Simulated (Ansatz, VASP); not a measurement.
Si2W in VASP and in Ansatz

The input INCAR:

```
SYSTEM = Si2W
PREC     = Accurate       ! precision mode
ENCUT    = 520            ! plane-wave cutoff, eV
EDIFF    = 1E-7           ! SCF threshold, eV
ISMEAR   = 0              ! smearing method
SIGMA    = 0.15           ! smearing width, eV
LREAL    = .FALSE.        ! projectors in reciprocal space
LASPH    = .TRUE.         ! aspherical terms in the spheres
NELM     = 60             ! most SCF steps
ALGO     = Normal         ! electronic algorithm
ISIF     = 2              ! what is computed and relaxed
LWAVE    = .FALSE.        ! write WAVECAR
LCHARG   = .FALSE.        ! write CHGCAR
GGA      = PE             ! functional
NBANDS   = 18             ! bands
```

KPOINTS

```
Automatic mesh
0
G
  22 22 22
  0 0 0
```

File POSCAR:

```
Si2W
1.0
   -1.6600002111      1.6600002111      3.7207303839
    1.6600002111     -1.6600002111      3.7207303839
    1.6600002111      1.6600002111     -3.7207303839
Si W
2 1
Direct
    0.3345744059      0.3345744059      0.0000000000
    0.6654255941      0.6654255941      0.0000000000
    0.0000000000      0.0000000000      0.0000000000
```

Input for Ansatz:

```yaml
crystal:
  lattice:
    - [-1.6600002111, 1.6600002111, 3.7207303839]
    - [1.6600002111, -1.6600002111, 3.7207303839]
    - [1.6600002111, 1.6600002111, -3.7207303839]
  atoms:
    - { symbol: Si, position: [0.3345744059, 0.3345744059, 0.0] }
    - { symbol: Si, position: [0.6654255941, 0.6654255941, 0.0] }
    - { symbol: W, position: [0.0, 0.0, 0.0] }
basis:
  ecutwfc: 420
kpoints:
  mp_grid: { grid: [22, 22, 22] }
hamiltonian:
  xc: pbe
scf:
  occupations: { method: gaussian, width: 0.15 }
output:
  forces: true
  stress: true
  eigenvalues: true
```

Alike in both runs: task single point; functional PBE; k mesh 22 × 22 × 22; occupations gaussian, width 0.15 eV; no spin polarisation.

```csv
,VASP,Ansatz
version,VASP 6.6.1,Ansatz 0.2.0
potentials or method,"VASP PAW PBE potentials, release 64 (Si, W_sv), cutoff 520 eV","scalar-relativistic, plane waves, PAW"
valence electrons in the cell,22,22
```

```tsv
	VASP	Ansatz	Ansatz less VASP
gap on the k mesh at the Fermi level (eV)	none	none	-
pressure (GPa)	3.7	3.6	-0.07
traceless stress, the component that is largest in VASP (GPa)	25.68	25.72	+0.036
rms of the force components (eV/Å)	0.030	0.028	-0.0016
```

Atom by atom the forces differ by 0.002 eV/Å (rms over components). A gap of «none» marks a metal or a gap that the smearing closes.

Neither program's run includes spin-orbit coupling.
